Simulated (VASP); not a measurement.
# BN (Cm) in VASP: further runs, part 2 of 2

VASP 6.6.1. The steps go on from the part before.

**5. Single point, r2SCAN (all N atoms moved +0.438 Å, as atom 2 along Cartesian [1 1 0])**

Input file POSCAR:

```
BN
1.0
    0.0000000000      1.8130010000      1.8130010000
    1.8130010000      0.0000000000      1.8130010000
    1.8130010000      1.8130010000      0.0000000000
B N
1 1
Direct
    0.0000000000      0.0000000000      0.0000000000
    0.7500000000      0.7500000000      0.9206337817
```

Input file INCAR.step1:

```
PREC = Accurate ; ENCUT = 520
ISMEAR = 0 ; SIGMA = 0.05
LREAL = False ; LASPH = True
NELM = 100 ; NBANDS = 11
GGA = PE ; ALGO = Normal
EDIFF = 1E-4 ; LWAVE = True
LCHARG = False
```

Input file INCAR.step2:

```
PREC = Accurate ; ENCUT = 520
EDIFF = 1E-6 ; ISMEAR = 0
SIGMA = 0.05 ; LREAL = False
LASPH = True ; NELM = 100
ALGO = Normal ; ISIF = 2
LWAVE = False ; LCHARG = False
METAGGA = R2SCAN ; LMIXTAU = True
NBANDS = 11 ; ISTART = 1
```

Input file KPOINTS:

```
regular mesh
0
Gamma
  12 12 12
```

Potentials or basis: VASP PAW PBE potentials, release 64 (B, N).

The run is started by

```bash
> cat potpaw_PBE.64/B/POTCAR potpaw_PBE.64/N/POTCAR > POTCAR
> cp INCAR.step1 INCAR
> mpirun -np 1 vasp_std > vasp.out
> cp INCAR.step2 INCAR
> mpirun -np 1 vasp_std > vasp.out
```

OUTCAR:

```text
PREC = Accurate
   ENCUT = 520
   EDIFF = 1E-6
   ISMEAR = 0
   LREAL = False
   LASPH = True
   NELM = 100
   ISIF = 2
   METAGGA = R2SCAN
   ISTART = 1

 ion  position               nearest neighbor table
   1  0.000  0.000  0.000-   2 1.24   2 1.63   2 1.63   2 1.94
   2  0.750  0.750  0.921-   1 1.24   1 1.63   1 1.63   1 1.94

  LATTYP: Found a face centered cubic cell.
 ALAT       =     3.6260020000

  Lattice vectors:

 A1 = (   0.0000000000,   1.8130010000,   1.8130010000)
 A2 = (   1.8130010000,   0.0000000000,   1.8130010000)
 A3 = (   1.8130010000,   1.8130010000,   0.0000000000)

Analysis of symmetry for initial positions (statically):
=====================================================================
 Subroutine PRICEL returns:
 Original cell was already a primitive cell.

 Routine SETGRP: Setting up the symmetry group for a
 face centered cubic supercell.

 Subroutine GETGRP returns: Found  2 space group operations
 (whereof  2 operations were pure point group operations)
 out of a pool of 48 trial point group operations.

The static configuration has the point symmetry C_1h.

Analysis of symmetry for dynamics (positions and initial velocities):
[... 164 lines left out ...]
 Fermi energy:         8.4760488088

 k-point     1 :       0.0000    0.0000    0.0000
  band No.  band energies     occupation
      1     -14.2002      2.00000
      2       2.7825      2.00000
      3       7.7441      2.00000
      4       8.1331      2.00000
      5      15.4150      0.00000
      6      16.8602      0.00000
      7      18.0139      0.00000
      8      22.2662      0.00000
      9      30.4743      0.00000
     10      34.1082      0.00000
     11      35.6249      0.00000
[... 309 lines left out ...]
 k-point    24 :       0.0833    0.0000    0.1667
  band No.  band energies     occupation
      1     -13.5787      2.00000
      2       2.1668      2.00000
      3       5.8177      2.00000
      4       7.1877      2.00000
      5      15.0523      0.00000
      6      17.8179      0.00000
      7      18.9412      0.00000
      8      23.0797      0.00000
      9      29.0273      0.00000
     10      33.5844      0.00000
     11      34.2838      0.00000

 [... further k-points ...]
[... 5 lines left out ...]
  --------------------------------------------------------------------------------------
  -------------------------------------------------------------------------------------
  Total        3.1849682      3.1849682      5.6745143      3.7221726      1.1435998      1.1435919
  in kB      428.1456648    428.1456648    762.8078428    500.3604328    153.7306661    153.7296113
  external PRESSURE =     539.6997241 kB  Pullay stress =       0.0000000 kB

 VOLUME and BASIS-vectors are now :
 -----------------------------------------------------------------------------
  energy-cutoff  :      520.00
  volume of cell :       11.92
      direct lattice vectors                 reciprocal lattice vectors
     0.000000000  1.813001000  1.813001000    -0.275785838  0.275785838  0.275785838
     1.813001000  0.000000000  1.813001000     0.275785838 -0.275785838  0.275785838
     1.813001000  1.813001000  0.000000000     0.275785838  0.275785838 -0.275785838

 POSITION                                       TOTAL-FORCE (eV/Angst)
 -----------------------------------------------------------------------------------
      0.00000      0.00000      0.00000         7.283247      7.283247      9.038059
      3.02886      3.02886      2.71950        -7.283247     -7.283247     -9.038059
 -----------------------------------------------------------------------------------
    total drift:                               -0.000107     -0.000107     -0.000180

  FREE ENERGIE OF THE ION-ELECTRON SYSTEM (eV)
  ---------------------------------------------------
  free  energy   TOTEN  =       -16.9319902733 eV

  energy  without entropy=      -16.9319902733  energy(sigma->0) =      -16.93199027
```

OUTCAR.step1:

```text
PREC = Accurate
   ENCUT = 520
   ISMEAR = 0
   LREAL = False
   LASPH = True
[... 557 lines left out ...]
      0.00000      0.00000      0.00000         7.253631      7.253631      9.076355
      3.02886      3.02886      2.71950        -7.253631     -7.253631     -9.076355
 -----------------------------------------------------------------------------------
    total drift:                                0.002554      0.002554      0.004055

  FREE ENERGIE OF THE ION-ELECTRON SYSTEM (eV)
  ---------------------------------------------------
  free  energy   TOTEN  =       -15.2167889129 eV

  energy  without entropy=      -15.2167889129  energy(sigma->0) =      -15.21678891
```

OSZICAR.step1:

```text
N       E                     dE             d eps       ncg     rms          rms(c)
DAV:   1     0.119463490854E+02    0.11946E+02   -0.50587E+03 10787   0.725E+02
DAV:   2    -0.164030235450E+02   -0.28349E+02   -0.27489E+02 12498   0.167E+02
DAV:   3    -0.169240702153E+02   -0.52105E+00   -0.52033E+00 12326   0.194E+01
DAV:   4    -0.169246947446E+02   -0.62453E-03   -0.62452E-03 11198   0.759E-01
DAV:   5    -0.169246954305E+02   -0.68587E-06   -0.68587E-06 11771   0.243E-02    0.862E+00
DAV:   6    -0.153587484698E+02    0.15659E+01   -0.53439E+00 11707   0.135E+01    0.382E+00
DAV:   7    -0.152383588171E+02    0.12039E+00   -0.23870E-01 12073   0.407E+00    0.225E+00
DAV:   8    -0.152165494015E+02    0.21809E-01   -0.64039E-02 12131   0.197E+00    0.345E-01
DAV:   9    -0.152167260103E+02   -0.17661E-03   -0.33137E-03 11177   0.533E-01    0.121E-01
DAV:  10    -0.152167889129E+02   -0.62903E-04   -0.28837E-04 11600   0.136E-01
   1 F= -.15216789E+02 E0= -.15216789E+02  d E =-.103237E-19
```

Run time: 2.3 min. Hardware: 1 thread of AMD EPYC 9R45 (Zen 5), shared host; peak memory 0.14 GiB.

Results:

| Property | Result |
| --- | --- |
| Free energy | -16.9320 eV |
| Pressure | 54.0 GPa |
| Largest force | 13.703 eV/Å |
| Band gap on the k mesh | 1.45 eV (least direct gap 5.58 eV) |

Forces in eV/Å, atoms in the order of the input:
```
B    7.283  7.283  9.038
N   -7.283 -7.283 -9.038
```

Stress tensor (GPa, compression positive):
```
42.81 50.04 15.37
50.04 42.81 15.37
15.37 15.37 76.28
```

Caveat: the cell differs from its parent crystal (all N atoms moved +0.438 Å, as atom 2 along Cartesian [1 1 0]); the stress differs along the axes, from 43 to 76 GPa; the PAW data sets were made with another functional, which shifts forces and pressure a little.

**6. Overview**

| cell | gap on the mesh (eV) | pressure (GPa) | largest force (eV/Å) |
| --- | --- | --- | --- |
| as given, atomic positions A | 1.15 | 72.8 | 16.96 |
| as given, atomic positions B | 1.88 | 37.9 | 10.95 |
| as given, atomic positions C | 2.76 | 14.1 | 6.52 |
| as given, atomic positions D | 1.45 | 54.0 | 13.70 |

Alike in all rows: task single point; level r2SCAN; potentials or basis VASP PAW PBE potentials, release 64 (B, N); no spin polarisation; k mesh 12 × 12 × 12; cutoff (eV) 520; smearing gaussian 0.05 eV.

Caveats: the PAW data sets were made with another functional, which shifts forces and pressure a little; the stress differs along the axes, from 54 to 110 GPa (at least some runs); the stress differs along the axes, from 31 to 51 GPa (at least some runs); the stress differs along the axes, from 12 to 18 GPa (at least some runs); the stress differs along the axes, from 43 to 76 GPa (at least some runs).

Absolute energies hang on the potentials; compare differences alone.
